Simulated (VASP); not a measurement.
Set up this calculation in VASP 6.6.1, as the native input.

- Task: single point
- Functional: PBE
- Dispersion: D3(BJ)
- Potentials or basis: VASP PAW PBE potentials, release 64 (Si, O)
- Cutoff: 520 eV
- k mesh: 2 × 2 × 3
- Occupations: fermi-dirac, width 0.05 eV
- Spin: no spin polarisation
- Dipole correction: no
- Further INCAR settings: LREAL = Auto; ALGO = Normal; EDIFF = 1e-07; NBANDS = 79

The structure of Si7O16 (a cell with a defect) lies in POSCAR:

```
Si7O16
1.0
   -4.1560000000     -4.1560000000      0.0000000000
    4.1560000000     -4.1560000000      0.0000000000
    0.0000000000      0.0000000000      5.3202000000
Si O
7 16
Direct
    0.4606616939      0.5008825794      0.0753454757
   -0.0237295476      0.5006296920      0.2452971693
   -0.0015198508      0.5006480991      0.7386846359
    0.0054173484      0.0006428056     -0.0075158829
    0.5101839509      0.0007231713      0.2510136837
    0.0059959095      0.0006583253      0.4941455208
    0.5058709095      0.0005944418      0.7453011165
    0.1851317372      0.5006834697      0.0004552460
   -0.0003051011      0.1941703561      0.2423168302
    0.8004326275      0.5006150144     -0.0099727454
   -0.0003876323      0.8071176612      0.2423371302
    0.1854569297      0.5006751684      0.4791013496
    0.0105271896      0.1959436959      0.7441688282
    0.8049807507      0.5005685756      0.5025363708
    0.0104397257      0.8053596006      0.7441479644
    0.7056351059      0.0007051251     -0.0081698056
    0.5159718479      0.7152872955      0.2561809706
    0.3072329163      0.0005974495     -0.0008155708
    0.5158194177      0.2861452117      0.2557448968
    0.7051525505      0.0007379692      0.5032590880
    0.4976514678      0.7051031039      0.7767411000
    0.3090519731      0.0006176612      0.4964990038
    0.4975548604      0.2961154957      0.7761779632
```

The input as run:

INCAR

```
SYSTEM = Si7O16
ALGO = Normal ; EDIFF = 1E-7
ENCUT = 520 ; GGA = PE
ISIF = 2 ; ISMEAR = -1
IVDW = 12 ; LASPH = .True.
LCHARG = .True. ; LELF = .True.
LREAL = Auto ; LVHAR = .True.
LWAVE = .False. ; NBANDS = 79
NELM = 100 ; PREC = Accurate
SIGMA = 0.05
```

KPOINTS

```
k-points
0
Gamma
  2 2 3
  0 0 0
```

Potentials or basis: VASP PAW PBE potentials, release 64 (Si, O).

Command:

```console
$ cat potpaw_PBE.64/Si/POTCAR potpaw_PBE.64/O/POTCAR > POTCAR
$ mpirun -np 1 vasp_std > vasp.out
```

It gave:

The pressure is 12.8 GPa, the largest force is 5.138 eV/Å and the band gap on the k mesh is zero (bands 62 and 63 overlap by 0.24 eV). The dispersion energy per atom is -0.217 eV.

Caveat: the k points lie up to 0.53 Å⁻¹ apart.

It took 4 min on 1 thread of Intel(R) Xeon(R) Platinum 8488C (Sapphire Rapids), on a shared host, peak memory 0.31 GiB.
